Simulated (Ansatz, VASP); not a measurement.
One calculation of BiTe, two programs

Contents of INCAR:

```
ALGO = Normal ; EDIFF = 1E-7
EDIFFG = -0.01 ; ENCUT = 600
GGA = CA ; IBRION = 2
ISIF = 3 ; ISMEAR = -1
LASPH = True ; LCHARG = False
LREAL = False ; LWAVE = False
NELM = 100 ; NSW = 60
PREC = Accurate ; SIGMA = 0.05
```

The input KPOINTS:

```
k-points
0
Gamma
  7 7 7
```

Contents of POSCAR:

```
BiTe
1.0
    0.0000000000      3.2350000000      3.2350000000
    3.2350000000      0.0000000000      3.2350000000
    3.2350000000      3.2350000000      0.0000000000
Bi Te
1 1
Direct
    0.0000000000      0.0000000000      0.0000000000
    0.5000000000      0.5000000000      0.5000000000
```

File input.yaml:

```yaml
crystal:
  lattice:
    - [0.0, 3.235, 3.235]
    - [3.235, 0.0, 3.235]
    - [3.235, 3.235, 0.0]
  atoms:
    - { symbol: Bi, position: [0.0, 0.0, 0.0] }
    - { symbol: Te, position: [0.5, 0.5, 0.5] }
hamiltonian:
  xc: lda
  pseudopotentials: { kind: paw }
kpoints:
  mp_grid: { grid: [7, 7, 7] }
scf:
  occupations: { method: fermi_dirac, width: 0.05 }
output:
  forces: true
  stress: true
  eigenvalues: true
relax:
  f_tol: 0.01
  max_steps: 40
  cell: { stress_tol: 0.05 }
```

Alike in both runs: task relaxation of cell and atoms; functional LDA; k mesh 7 × 7 × 7; occupations fermi-dirac, width 0.05 eV; no spin polarisation.

|  | VASP | Ansatz |
| --- | --- | --- |
| version | VASP 6.6.1 | Ansatz 0.2.0 |
| potentials or method | VASP PAW LDA potentials, release 64 (Bi_d, Te) | Ansatz PAW |
| plane-wave cutoff (eV) | 600 | 420 |
| valence electrons in the cell | 21 | 31 |

|  | VASP | Ansatz | Ansatz less VASP |
| --- | --- | --- | --- |
| gap on the k mesh at the Fermi level, each at its own relaxed structure (eV) | none | none | - |
| relaxed volume (Å³/atom) | 32.17 | 32.10 | -0.065 |
| relaxed cell length with the largest relative difference (Å) | 4.498 | 4.495 | -0.0031 |

LDA's correlation is that of Perdew and Zunger in VASP and of Perdew and Wang (1992) in Ansatz. A gap of «none» marks a metal or a gap that the smearing closes. VASP's potentials hold 21 valence electrons a cell and Ansatz's 31, so a difference there can come from the potentials and not from the codes.

Neither program's run includes spin-orbit coupling. Noted on Ansatz's run: the plane-wave basis is chosen anew once the cell has moved, so the energies of steps on either side of that aren't comparable.
